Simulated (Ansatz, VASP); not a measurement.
One calculation of Fe3Pt2, two programs

```
Fe Pt
1.0
     2.69489    0.00000    0.00000
    -1.34744    2.33384    0.00000
     0.00000    0.00000   21.81602
Fe Pt
6 4
Direct
  0.33333 0.66667 0.90478
  0.33333 0.66667 0.09522
  0.33333 0.66667 0.29776
  0.33333 0.66667 0.50000
  0.33333 0.66667 0.70224
  0.66667 0.33333 0.00000
  0.66667 0.33333 0.19661
  0.66667 0.33333 0.39889
  0.66667 0.33333 0.60111
  0.66667 0.33333 0.80339
```

Alike in both runs: functional PBE; k mesh 6 × 6 × 1; occupations gaussian, width 0.1 eV; collinear spin.

Ansatz relaxed the structure, and its values are those at the end. VASP's run is a single point on that final structure, the one shown.

|  | VASP | Ansatz |
| --- | --- | --- |
| version | VASP 6.6.1 | Ansatz 0.2.0 |
| potentials or method | VASP PAW PBE potentials, release 64 (Fe, Pt), cutoff 520 eV | scalar-relativistic, plane waves, PAW |
| valence electrons in the cell | 88 | 168 |

```csv
,VASP,Ansatz,Ansatz less VASP
gap on the k mesh at the Fermi level (eV),none,none,-
pressure (GPa),-0.3,0.0,+0.31
rms of the force components (eV/Å),0.007,0.003,-0.0040
net moment per atom (μB),1.75,1.76,+0.005
size of the moment on the site where the two differ most (μB),2.67,2.73,+0.056
```

Site moments also hang on the region over which each program counts them. A gap of «none» marks a metal or a gap that the smearing closes. VASP's potentials hold 88 valence electrons a cell and Ansatz's 168, so a difference there can come from the potentials and not from the codes.

The k mesh is coarse, so the values compare programs but aren't converged. Neither program's run includes spin-orbit coupling. Noted on VASP's run: too few bands were computed for a metal, which touches its energy and stress.
